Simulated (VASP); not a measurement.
The system is GaP.

```
Ga P
1.0
     0.00000    2.72541    2.72541
     2.72541    0.00000    2.72541
     2.72541    2.72541    0.00000
Ga P
1 1
Cartesian
  0.0000 0.0000 0.0000
  1.3627 1.3627 1.3627
```

Program: VASP 6.6.1. Alike in all runs: task single point; no spin polarisation; cell as given; k mesh 4 × 4 × 4; cutoff (eV) 520; smearing gaussian 0.01 eV.

**Question.** Order these runs on this cell by their pressure, lowest first.
A. level HSE06; potentials or basis VASP PAW PBE potentials, release 64 (Ga_d, P); grid for exact exchange (PRECFOCK) Normal; screening parameter 0.2079 1/Å
B. level LDA; potentials or basis VASP PAW LDA potentials, release 64 (Ga_d, P)
C. level PBE; potentials or basis VASP PAW PBE potentials, release 64 (Ga_d, P)

**Answer.** B (-2.3 GPa), A (1.0 GPa), C (2.9 GPa).

Caveats: all runs use coarse meshes; the PAW data sets were made with another functional, which shifts forces and pressure a little (some runs).
